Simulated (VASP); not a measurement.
# MgS (Fm-3m) in VASP: further runs

MgS is run at these levels: PBE-based screened hybrid with 50 % exact exchange, r2SCAN; tasks: single point.

Program: VASP 6.6.1. These are calculated values, not measurements. Logs are shortened: lines on timing, memory, paths and dates and some standing lists are left out, and cuts for length are marked.

**1. The cell of the first run**

It takes space group Fm-3m (No. 225, cubic). Conventional cell: a = 5.203 Å, b = 5.203 Å, c = 5.203 Å, α = 90.00°, β = 90.00°, γ = 90.00°. Within 3.4 Å of Mg (site symmetry m-3m) lie 6 S at 2.60 Å. S (site symmetry m-3m) has 6 Mg at 2.60 Å within 3.4 Å.

**2. Single point, PBE-based screened hybrid with 50 % exact exchange**

Input file POSCAR:

```
MgS
1.0
    0.0000000000      2.6015179373      2.6015179373
    2.6015179373      0.0000000000      2.6015179373
    2.6015179373      2.6015179373      0.0000000000
Mg S
1 1
Direct
    0.0000000000      0.0000000000      0.0000000000
    0.5000000000      0.5000000000      0.5000000000
```

Input file INCAR.step1:

```
ALGO = Normal
EDIFF = 1E-5
ENCUT = 620
GGA = PE
GGA_COMPAT = False
ISIF = 2
ISMEAR = 0
LASPH = True
LCHARG = False
LREAL = False
LWAVE = True
NBANDS = 15
NELM = 120
PREC = Accurate
SIGMA = 0.01
```

Input file INCAR.step2:

```
AEXX = 0.5
ALGO = Normal
EDIFF = 1E-6
ENCUT = 620
GGA = PE
GGA_COMPAT = False
HFSCREEN = 0.5
ISIF = 2
ISMEAR = 0
ISTART = 1
LASPH = True
LCHARG = False
LHFCALC = True
LREAL = False
LWAVE = False
NBANDS = 15
NELM = 120
PREC = Accurate
PRECFOCK = Normal
SIGMA = 0.01
```

Input file KPOINTS:

```
k-points
0
Gamma
  4 4 4
```

Potentials or basis: VASP PAW PBE potentials, release 64 (Mg_sv, S).

Launch:

```sh
cat potpaw_PBE.64/Mg_sv/POTCAR potpaw_PBE.64/S/POTCAR > POTCAR
cp INCAR.step1 INCAR
mpirun -np 1 vasp_std > vasp.out
cp INCAR.step2 INCAR
mpirun -np 1 vasp_std > vasp.out
```

OUTCAR:

```text
AEXX = 0.5
   EDIFF = 1E-6
   ENCUT = 620
   GGA = PE
   HFSCREEN = 0.5
   ISIF = 2
   ISMEAR = 0
   ISTART = 1
   LASPH = True
   LHFCALC = True
   LREAL = False
   NELM = 120
   PREC = Accurate
   PRECFOCK = Normal

 ion  position               nearest neighbor table
   1  0.000  0.000  0.000-
   2  0.500  0.500  0.500-

  LATTYP: Found a face centered cubic cell.
 ALAT       =     5.2030358746

  Lattice vectors:

 A1 = (   0.0000000000,   2.6015179373,   2.6015179373)
 A2 = (   2.6015179373,   0.0000000000,   2.6015179373)
 A3 = (   2.6015179373,   2.6015179373,   0.0000000000)

Analysis of symmetry for initial positions (statically):
=====================================================================
 Subroutine PRICEL returns:
 Original cell was already a primitive cell.

 Routine SETGRP: Setting up the symmetry group for a
 face centered cubic supercell.

 Subroutine GETGRP returns: Found 48 space group operations
 (whereof 48 operations were pure point group operations)
 out of a pool of 48 trial point group operations.

The static configuration has the point symmetry O_h .

Analysis of symmetry for dynamics (positions and initial velocities):
=====================================================================
 Subroutine PRICEL returns:
 Original cell was already a primitive cell.

 Routine SETGRP: Setting up the symmetry group for a
 face centered cubic supercell.

 Subroutine GETGRP returns: Found 48 space group operations
 (whereof 48 operations were pure point group operations)
 out of a pool of 48 trial point group operations.

The dynamic configuration has the point symmetry O_h .

 Subroutine INISYM returns: Found 48 space group operations
 (whereof 48 operations are pure point group operations),
 and found     1 'primitive' translations

----------------------------------------------------------------------------------------

                                     Primitive cell

  volume of cell :      35.2136

  direct lattice vectors                    reciprocal lattice vectors
     0.000000000  2.601517937  2.601517937    -0.192195484  0.192195484  0.192195484
     2.601517937  0.000000000  2.601517937     0.192195484 -0.192195484  0.192195484
     2.601517937  2.601517937  0.000000000     0.192195484  0.192195484 -0.192195484

  length of vectors
[... 82 lines left out ...]
   IALGO  =     38    algorithm
   IMIX   =      1    mixing-type and parameters
     AMIX     =   0.40;   BMIX     =  1.00
     AMIX_MAG =   1.60;   BMIX_MAG =  1.00
  volume/ion in A,a.u.               =      17.61       118.82
  Fermi-wavevector in a.u.,A,eV,Ry     =   1.258572  2.378356 21.551669  1.584003
  Thomas-Fermi vector in A             =   2.392175
   LORBIT       =      0    0 simple, 1 ext, 2 COOP (PROOUT), +10 PAW based schemes
   GGA     = PE    functional components
   LHFCALC =     T    Hartree Fock is set to
   PRECFOCK=normal    Normal, Fast or Accurate (Low or Medium for compatibility)
   ENCUT4O =  -1.0   cutoff for four orbital integrals eV
   NKREDX  =     1    reduce k-point grid by
   NKREDY  =     1    reduce k-point grid by
   NKREDZ  =     1    reduce k-point grid by
   AEXX    =    0.5000 exact exchange contribution
   HFSCREEN=    0.5000 screening length (either q_TF or 0.3 A-1)
   HFSCREENC=   0.5000 screening length for correlation (either q_TF or 0.3 A-1)
   ENCUTFOCK=  -1.0 apply spherical cutoff to Coloumb kernel
   IVDW    =     0    specifies the selected vdW correction
   LEPSILON=     F    determine dielectric tensor
   LRPA    =     F    only Hartree local field effects (RPA)
 non-spin polarized calculation
 Gauss-broadening in eV      SIGMA  =   0.01
  energy-cutoff  :      620.00
  volume of cell :       35.21
 maximum number of plane-waves:      1243
 NGX is ok and might be reduce to    30
  NGX = 24; NGY = 24; NGZ = 24

 number of electron      15.9999981 magnetization

 Free energy of the ion-electron system (eV)
  ---------------------------------------------------
  ext. energy  EPLUGINS =         0.00000000
  ---------------------------------------------------
  free energy    TOTEN  =       -10.15457824 eV

  energy without entropy =      -10.15457824  energy(sigma->0) =      -10.15457824

 E-fermi :   3.0840     XC(G=0):  -7.3160

 val. band max:        2.8986626391   @ k =   0.0000   0.0000   0.0000
 cond. band min:       6.6923716818   @ k =   0.5000   0.5000   0.0000
 fundamental gap:      3.7937090427
 Fermi energy:         3.0840415480

 k-point     1 :       0.0000    0.0000    0.0000
  band No.  band energies     occupation
      1     -81.0025      2.00000
      2     -44.0961      2.00000
      3     -44.0961      2.00000
      4     -44.0961      2.00000
      5     -11.6710      2.00000
      6       2.8987      2.00000
      7       2.8987      2.00000
      8       2.8987      2.00000
      9       7.7998      0.00000
     10      11.9725      0.00000
     11      11.9725      0.00000
     12      11.9725      0.00000
     13      14.5988      0.00000
     14      14.5988      0.00000
[... 113 lines left out ...]
      2     -44.1007      2.00000
      3     -44.1007      2.00000
      4     -44.0988      2.00000
      5      -9.7573      2.00000
      6      -0.6233      2.00000
      7      -0.6233      2.00000
      8       0.3931      2.00000
      9       9.2933      0.00000
     10      12.0205      0.00000
     11      12.0205      0.00000
     12      12.2739      0.00000
     13      18.9989      0.00000
     14      18.9989      0.00000
     15      20.3755      0.00000

------------------------ aborting loop because EDIFF is reached ----------------------------------------

  FORCE on cell =-STRESS in cart. coord.  units (eV):
  Direction    XX          YY          ZZ          XY          YZ          ZX
  --------------------------------------------------------------------------------------
  -------------------------------------------------------------------------------------
  Total       -0.1532028     -0.1532028     -0.1532028      0.0000000      0.0000000     -0.0000000
  in kB       -6.9705457     -6.9705457     -6.9705457      0.0000000      0.0000000     -0.0000000
  external PRESSURE =      -6.9705457 kB  Pullay stress =       0.0000000 kB

 VOLUME and BASIS-vectors are now :
 -----------------------------------------------------------------------------
  energy-cutoff  :      620.00
  volume of cell :       35.21
      direct lattice vectors                 reciprocal lattice vectors
     0.000000000  2.601517937  2.601517937    -0.192195484  0.192195484  0.192195484
     2.601517937  0.000000000  2.601517937     0.192195484 -0.192195484  0.192195484
     2.601517937  2.601517937  0.000000000     0.192195484  0.192195484 -0.192195484

 POSITION                                       TOTAL-FORCE (eV/Angst)
 -----------------------------------------------------------------------------------
      0.00000      0.00000      0.00000         0.000000     -0.000000     -0.000000
      2.60152      2.60152      2.60152        -0.000000      0.000000      0.000000
 -----------------------------------------------------------------------------------
    total drift:                               -0.000000     -0.000001     -0.000001

  FREE ENERGIE OF THE ION-ELECTRON SYSTEM (eV)
  ---------------------------------------------------
  free  energy   TOTEN  =       -10.1545782393 eV

  energy  without entropy=      -10.1545782393  energy(sigma->0) =      -10.15457824
```

OUTCAR.step1:

```text
EDIFF = 1E-5
   ENCUT = 620
   GGA = PE
   ISIF = 2
   ISMEAR = 0
[... 347 lines left out ...]
 -----------------------------------------------------------------------------------
      0.00000      0.00000      0.00000        -0.000000      0.000000      0.000000
      2.60152      2.60152      2.60152         0.000000     -0.000000     -0.000000
 -----------------------------------------------------------------------------------
    total drift:                               -0.000000      0.000000      0.000000

  FREE ENERGIE OF THE ION-ELECTRON SYSTEM (eV)
  ---------------------------------------------------
  free  energy   TOTEN  =        -8.4724516176 eV

  energy  without entropy=       -8.4724516176  energy(sigma->0) =       -8.47245162
```

OSZICAR.step1:

```text
N       E                     dE             d eps       ncg     rms          rms(c)
DAV:   1     0.115767464136E+03    0.11577E+03   -0.10247E+04   240   0.127E+03
DAV:   2    -0.354488756083E+01   -0.11931E+03   -0.11543E+03   282   0.319E+02
DAV:   3    -0.880067535362E+01   -0.52558E+01   -0.52293E+01   349   0.650E+01
DAV:   4    -0.890003925070E+01   -0.99364E-01   -0.99248E-01   275   0.884E+00
DAV:   5    -0.890323515179E+01   -0.31959E-02   -0.31959E-02   373   0.121E+00    0.612E+00
DAV:   6    -0.851691152574E+01    0.38632E+00   -0.38103E-01   282   0.419E+00    0.397E+00
DAV:   7    -0.847263669886E+01    0.44275E-01   -0.17119E-01   317   0.255E+00    0.212E+00
DAV:   8    -0.847265387077E+01   -0.17172E-04   -0.22814E-02   275   0.112E+00    0.484E-01
DAV:   9    -0.847235839678E+01    0.29547E-03   -0.85908E-04   289   0.251E-01    0.952E-02
DAV:  10    -0.847246601272E+01   -0.10762E-03   -0.15395E-04   325   0.898E-02    0.940E-02
DAV:  11    -0.847245080509E+01    0.15208E-04   -0.44889E-05   275   0.534E-02    0.555E-03
DAV:  12    -0.847245161763E+01   -0.81254E-06   -0.16750E-06   155   0.116E-02
   1 F= -.84724516E+01 E0= -.84724516E+01  d E =-.331565-148
```

Run time: 8 min. Hardware: 1 thread of AMD EPYC 7R43 (Zen 3), shared host; peak memory 0.23 GiB.

What came out:

```
Free energy            : -10.1546 eV
Pressure               : -0.7 GPa
Band gap on the k mesh : 3.79 eV (least direct gap 4.90 eV)
```

Levels at points of the mesh, in eV from the valence-band top:
```
           k point  band 6  band 7  band 8  band 9  band 10  band 11
(0.00, 0.00, 0.00)    0.00    0.00    0.00    4.90     9.07     9.07
(0.50, 0.00, 0.00)   -5.24   -0.67   -0.67    5.55     8.06     8.06
(0.50, 0.50, 0.00)   -4.59   -1.86   -1.86    3.79     5.27    13.69
```

Caveat: the k points lie up to 0.52 Å⁻¹ apart; the PAW data sets were made with another functional, which shifts forces and pressure a little.

**3. Single point, r2SCAN**

POSCAR is that of step 2.

Input file INCAR.step1:

```
SYSTEM = MgS
PREC     = Accurate       ! precision mode
ENCUT    = 920            ! plane-wave cutoff, eV
ISMEAR   = -1             ! smearing method
SIGMA    = 0.5            ! smearing width, eV
LREAL    = .False.        ! projectors in reciprocal space
LASPH    = .True.         ! aspherical terms in the spheres
NELM     = 120            ! most SCF steps
NBANDS   = 15             ! bands
GGA      = PE             ! functional
ALGO     = Normal         ! electronic algorithm
EDIFF    = 1E-5           ! SCF threshold, eV
LWAVE    = .True.         ! write WAVECAR
LCHARG   = .False.        ! write CHGCAR
GGA_COMPAT= .False.
```

Input file INCAR.step2:

```
SYSTEM = MgS
PREC     = Accurate       ! precision mode
ENCUT    = 920            ! plane-wave cutoff, eV
EDIFF    = 1E-6           ! SCF threshold, eV
ISMEAR   = -1             ! smearing method
SIGMA    = 0.5            ! smearing width, eV
LREAL    = .False.        ! projectors in reciprocal space
LASPH    = .True.         ! aspherical terms in the spheres
NELM     = 120            ! most SCF steps
ALGO     = Normal         ! electronic algorithm
ISIF     = 2              ! what is computed and relaxed
LWAVE    = .False.        ! write WAVECAR
LCHARG   = .False.        ! write CHGCAR
METAGGA  = R2SCAN         ! meta-GGA
LMIXTAU  = .True.       
NBANDS   = 15             ! bands
ISTART   = 1            
GGA_COMPAT= .False.
```

Input file KPOINTS:

```
regular mesh
0
Gamma
  6 6 6
  0 0 0
```

Potentials or basis: VASP PAW PBE potentials, release 64 (Mg_sv, S).

Launch:

```sh
cat potpaw_PBE.64/Mg_sv/POTCAR potpaw_PBE.64/S/POTCAR > POTCAR
cp INCAR.step1 INCAR
mpirun -np 1 vasp_std > vasp.out
cp INCAR.step2 INCAR
mpirun -np 1 vasp_std > vasp.out
```

OUTCAR:

```text
SYSTEM = MgS
   PREC = Accurate
   ENCUT = 920
   EDIFF = 1E-6
   ISMEAR = -1
   LREAL = .False.
   LASPH = .True.
   NELM = 120
   ISIF = 2
   METAGGA = R2SCAN
   ISTART = 1

 ion  position               nearest neighbor table
   1  0.000  0.000  0.000-
   2  0.500  0.500  0.500-

  LATTYP: Found a face centered cubic cell.
 ALAT       =     5.2030358746

  Lattice vectors:

 A1 = (   0.0000000000,   2.6015179373,   2.6015179373)
[... 461 lines left out ...]

------------------------ aborting loop because EDIFF is reached ----------------------------------------

  FORCE on cell =-STRESS in cart. coord.  units (eV):
  Direction    XX          YY          ZZ          XY          YZ          ZX
  --------------------------------------------------------------------------------------
  -------------------------------------------------------------------------------------
  Total        0.0480270      0.0480270      0.0480270      0.0000000      0.0000000      0.0000000
  in kB        2.1851709      2.1851709      2.1851709      0.0000000      0.0000000      0.0000000
  external PRESSURE =       2.1851709 kB  Pullay stress =       0.0000000 kB

 VOLUME and BASIS-vectors are now :
 -----------------------------------------------------------------------------
  energy-cutoff  :      920.00
  volume of cell :       35.21
      direct lattice vectors                 reciprocal lattice vectors
     0.000000000  2.601517937  2.601517937    -0.192195484  0.192195484  0.192195484
     2.601517937  0.000000000  2.601517937     0.192195484 -0.192195484  0.192195484
     2.601517937  2.601517937  0.000000000     0.192195484  0.192195484 -0.192195484

 POSITION                                       TOTAL-FORCE (eV/Angst)
 -----------------------------------------------------------------------------------
      0.00000      0.00000      0.00000        -0.000000      0.000000      0.000000
      2.60152      2.60152      2.60152         0.000000      0.000000     -0.000000
 -----------------------------------------------------------------------------------
    total drift:                                0.000000      0.000000      0.000000

  FREE ENERGIE OF THE ION-ELECTRON SYSTEM (eV)
  ---------------------------------------------------
  free  energy   TOTEN  =       -15.5522980452 eV

  energy  without entropy=      -15.5093462878  energy(sigma->0) =      -15.53082217
```

OUTCAR.step1:

```text
SYSTEM = MgS
   PREC = Accurate
   ENCUT = 920
   ISMEAR = -1
   LREAL = .False.
   LASPH = .True.
[... 497 lines left out ...]
      0.00000      0.00000      0.00000         0.000000      0.000000     -0.000000
      2.60152      2.60152      2.60152        -0.000000     -0.000000      0.000000
 -----------------------------------------------------------------------------------
    total drift:                                0.000000      0.000000      0.000000

  FREE ENERGIE OF THE ION-ELECTRON SYSTEM (eV)
  ---------------------------------------------------
  free  energy   TOTEN  =        -8.5130668508 eV

  energy  without entropy=       -8.4369865489  energy(sigma->0) =       -8.47502670
```

OSZICAR.step1:

```text
N       E                     dE             d eps       ncg     rms          rms(c)
DAV:   1     0.140385052009E+03    0.14039E+03   -0.12624E+04   480   0.167E+03
DAV:   2    -0.178292047274E+01   -0.14217E+03   -0.13473E+03   585   0.363E+02
DAV:   3    -0.879286422826E+01   -0.70099E+01   -0.69629E+01   709   0.746E+01
DAV:   4    -0.892306841294E+01   -0.13020E+00   -0.13016E+00   530   0.987E+00
DAV:   5    -0.892680697768E+01   -0.37386E-02   -0.37385E-02   682   0.138E+00    0.623E+00
DAV:   6    -0.855821907672E+01    0.36859E+00   -0.34641E-01   564   0.423E+00    0.401E+00
DAV:   7    -0.851404850469E+01    0.44171E-01   -0.15039E-01   641   0.260E+00    0.212E+00
DAV:   8    -0.851341680212E+01    0.63170E-03   -0.22484E-02   599   0.115E+00    0.505E-01
DAV:   9    -0.851299243881E+01    0.42436E-03   -0.86837E-04   585   0.265E-01    0.974E-02
DAV:  10    -0.851307736475E+01   -0.84926E-04   -0.17588E-04   664   0.108E-01    0.926E-02
DAV:  11    -0.851306636847E+01    0.10996E-04   -0.38047E-05   585   0.447E-02    0.450E-03
DAV:  12    -0.851306685081E+01   -0.48234E-06   -0.14426E-06   282   0.929E-03
   1 F= -.85130669E+01 E0= -.84750267E+01  d E =-.760803E-01
```

Wall time 73 s (1 thread of Intel Xeon Platinum 8259CL at 2.50GHz (Skylake/Cascade Lake), shared host); peak memory 0.22 GiB.

What came out:

* Free energy: -15.5523 eV
* Pressure: 0.2 GPa
* Band gap on the k mesh: 3.50 eV (least direct gap 4.66 eV)

Caveat: so wide a smearing shifts energies and pressures; the PAW data sets were made with another functional, which shifts forces and pressure a little. A k mesh can miss the band edges.
